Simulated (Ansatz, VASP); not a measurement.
**ZnSe: VASP beside Ansatz**

File POSCAR:

```
ZnSe
1.0
    4.1077020000      0.0000000000      0.0000000000
    0.0000000000      4.1077020000      0.0000000000
    0.0000000000      0.0000000000      6.0703500000
Zn Se
2 2
Direct
    0.0000000000      0.0000000000      0.0000000000
    0.5000000000      0.5000000000      0.0000000000
    0.0000000000      0.5000000000      0.2462800000
    0.5000000000      0.0000000000      0.7537200000
```

The input INCAR.step1:

```
SYSTEM = ZnSe
PREC     = Accurate       ! precision mode
ENCUT    = 520            ! plane-wave cutoff, eV
ISMEAR   = 0              ! smearing method
SIGMA    = 0.01           ! smearing width, eV
LREAL    = .FALSE.        ! projectors in reciprocal space
LASPH    = .TRUE.         ! aspherical terms in the spheres
NELM     = 100            ! most SCF steps
NBANDS   = 26             ! bands
GGA      = PE             ! functional
ALGO     = Normal         ! electronic algorithm
EDIFF    = 1E-4           ! SCF threshold, eV
LWAVE    = .TRUE.         ! write WAVECAR
LCHARG   = .FALSE.        ! write CHGCAR
```

The input INCAR.step2:

```
SYSTEM = ZnSe
PREC     = Accurate       ! precision mode
ENCUT    = 520            ! plane-wave cutoff, eV
EDIFF    = 1E-7           ! SCF threshold, eV
ISMEAR   = 0              ! smearing method
SIGMA    = 0.01           ! smearing width, eV
LREAL    = .FALSE.        ! projectors in reciprocal space
LASPH    = .TRUE.         ! aspherical terms in the spheres
NELM     = 100            ! most SCF steps
ALGO     = Normal         ! electronic algorithm
ISIF     = 2              ! what is computed and relaxed
LWAVE    = .FALSE.        ! write WAVECAR
LCHARG   = .TRUE.         ! write CHGCAR
METAGGA  = R2SCAN         ! meta-GGA
LMIXTAU  = .TRUE.       
LELF     = .TRUE.         ! ELF
LVHAR    = .TRUE.       
NBANDS   = 26             ! bands
ISTART   = 1
```

The input KPOINTS:

```
regular mesh
0
G
  4 4 2
  0 0 0
```

Input for Ansatz:

```yaml
crystal:
  lattice:
    - [4.107702, 0.0, 0.0]
    - [0.0, 4.107702, 0.0]
    - [0.0, 0.0, 6.07035]
  atoms:
    - { symbol: Zn, position: [0.0, 0.0, 0.0] }
    - { symbol: Zn, position: [0.5, 0.5, 0.0] }
    - { symbol: Se, position: [0.0, 0.5, 0.24627999999999997] }
    - { symbol: Se, position: [0.5, 0.0, 0.75372] }
basis:
  ecutwfc: 625.861883657724
kpoints:
  mp_grid:
    grid: [4, 4, 2]
hamiltonian:
  xc: r2scan
  pseudopotentials:
    kind: paw
scf:
  convergence:
    dr2_threshold: 1.0e-09
  occupations:
    method: fixed
output:
  eigenvalues: true
```

Alike in both runs: task single point; functional r2SCAN; k mesh 4 × 4 × 2; no spin polarisation.

```csv
,VASP,Ansatz
version,VASP 6.6.1,Ansatz 0.2.0
potentials or method,"VASP PAW PBE potentials, release 64 (Zn, Se), cutoff 520 eV","plane waves, PAW"
occupations,"gaussian, width 0.01 eV",fixed
valence electrons in the cell,36,56
```

|  | VASP | Ansatz | Ansatz less VASP |
| --- | --- | --- | --- |
| gap on the k mesh at the Fermi level (eV) | 2.41 | 2.42 | +0.011 |

VASP's potentials were made for PBE, not for r2SCAN. VASP's potentials hold 36 valence electrons a cell and Ansatz's 56, so a difference there can come from the potentials and not from the codes.

The k mesh is coarse, so the values compare programs but aren't converged.
